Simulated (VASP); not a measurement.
Set up this calculation in VASP 6.6.1, as the native input.

| Item | Value |
| --- | --- |
| Task | single point |
| Functional | PBEsol |
| Potentials or basis | VASP PAW PBE potentials, release 64 (H, Si, Cl) |
| Cutoff | 520 eV |
| k mesh | 2 × 2 × 1 |
| Occupations | fermi-dirac, width 0.02 eV |
| Spin | no spin polarisation |
| Dipole correction | no |
| Further INCAR settings | LREAL = Auto; ALGO = Normal; EDIFF = 1e-07; NBANDS = 74 |

The structure of Si10H5Cl lies in POSCAR:

```
Si10H5Cl
1.0
    7.6791800000      0.0000000000      0.0000000000
    0.0000000000      7.6791800000      0.0000000000
    0.0000000000      0.0000000000     20.2543620000
H Si Cl
10 20 2
Direct
    0.4093920184      0.0000000000      0.0493720809
    0.0906079816      0.0000000000      0.0493720809
    0.9093920184      0.0000000000      0.0493720809
    0.5906079816      0.0000000000      0.0493720809
    0.4093920184      0.5000000000      0.0493720809
    0.0906079816      0.5000000000      0.0493720809
    0.9093920184      0.5000000000      0.0493720809
    0.5906079816      0.5000000000      0.0493720809
    0.2491608479      0.4651161973      0.4225681856
    0.7501356916      0.4531029355      0.4227944084
    0.2500000000      0.0000000000      0.0921036170
    0.7500000000      0.0000000000      0.0921036170
    0.2500000000      0.5000000000      0.0921036170
    0.7500000000      0.5000000000      0.0921036170
    0.2517678971      0.2489871314      0.1564090244
    0.7516365029      0.2504811712      0.1551768454
    0.2492491386      0.7500865978      0.1604158650
    0.7494878359      0.7506574921      0.1610184512
   -0.0009606494      0.2561147154      0.2206447678
    0.5045597316      0.2559684758      0.2210247353
    0.0000700596      0.7508800419      0.2293474857
    0.4983132314      0.7505147685      0.2292285978
    0.0094279598      0.0100052349      0.2921185570
    0.4849582898      0.0086492308      0.2924693456
    0.0045003503      0.4939151055      0.2929462305
    0.4936230170      0.4940563966      0.2931772425
    0.2476842580      0.0857889775      0.3617085544
    0.7467707490      0.1178741741      0.3247898897
    0.2486482932      0.4019404416      0.3527123688
    0.7490129154      0.4201607463      0.3497314801
    0.2536819035      0.1085830779      0.4658796954
    0.2472814806     -0.2147591279      0.3779535490
```

The input as run:

INCAR

```
SYSTEM = Si10H5Cl
  PREC = Accurate
  ENCUT = 520
  EDIFF = 1E-7
  ISMEAR = -1
  SIGMA = 0.02
  LREAL = Auto
  LASPH = .TRUE.
  NELM = 60
  ALGO = Normal
  ISIF = 2
  LWAVE = .FALSE.
  LCHARG = .FALSE.
  GGA = PS
  NBANDS = 74
```

KPOINTS

```
Automatic mesh
0
G
  2 2 1
  0 0 0
```

Potentials or basis: VASP PAW PBE potentials, release 64 (H, Si, Cl).

Run with:

```console
$ cat potpaw_PBE.64/H/POTCAR potpaw_PBE.64/Si/POTCAR potpaw_PBE.64/Cl/POTCAR > POTCAR
$ mpirun -np 1 vasp_std > vasp.out
```

It gave:

The largest force is 0.489 eV/Å and the band gap on the k mesh is 0.40 eV, indirect (least direct gap 0.79 eV).

Caveat: the PAW data sets were made with another functional, which shifts forces and pressure a little.

Run time: 14 min on 1 thread of AMD EPYC 9R45 96-Core Processor (Zen 5), on a shared host, peak memory 1.1 GiB.
